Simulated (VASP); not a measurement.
Wanted: the native input for a VASP 6.6.1 run.

| Item | Value |
| --- | --- |
| Task | single point |
| Functional | PBE |
| Potentials or basis | VASP PAW PBE potentials, release 64 (F) |
| Cutoff | 520 eV |
| k mesh | 17 × 17 × 17 |
| Occupations | fermi-dirac, width 0.05 eV |
| Spin | no spin polarisation |
| Dipole correction | no |
| Further INCAR settings | ALGO = Normal; EDIFF = 1e-07; NBANDS = 10 |

The structure of F lies in POSCAR:

```
F
1.0
    2.1153186052      0.0000000000      0.0000000000
    0.0000000000      2.1153186052      0.0000000000
    0.0000000000      0.0000000000      2.1153186052
F
1
Direct
    0.0000000000      0.0000000000      0.0000000000
```

This cell differs from its parent crystal: volume scaled by 0.9.

These files were run (other wordings do the same):

INCAR

```
SYSTEM = F
PREC = Accurate
ENCUT = 520
EDIFF = 1E-7
ISMEAR = -1
SIGMA = 0.05
LREAL = .FALSE.
LASPH = .TRUE.
NELM = 80
ALGO = Normal
ISIF = 2
LWAVE = .FALSE.
LCHARG = .FALSE.
GGA = PE
NBANDS = 10
```

KPOINTS

```
regular mesh
0
G
  17 17 17
  0 0 0
```

Potentials or basis: VASP PAW PBE potentials, release 64 (F).

The run is started by

```bash
$ cat potpaw_PBE.64/F/POTCAR > POTCAR
$ mpirun -np 1 vasp_std > vasp.out
```

Results of the run:

```
Pressure : 7.8 GPa
```

Caveat: an odd number of electrons without spin polarisation forces a metal; a magnetic or distorted state may lie lower.

Wall time 4 s on 1 thread of Intel(R) Xeon(R) Platinum 8375C CPU @ 2.90GHz (Ice Lake), with other jobs on the host, peak memory 0.11 GiB.
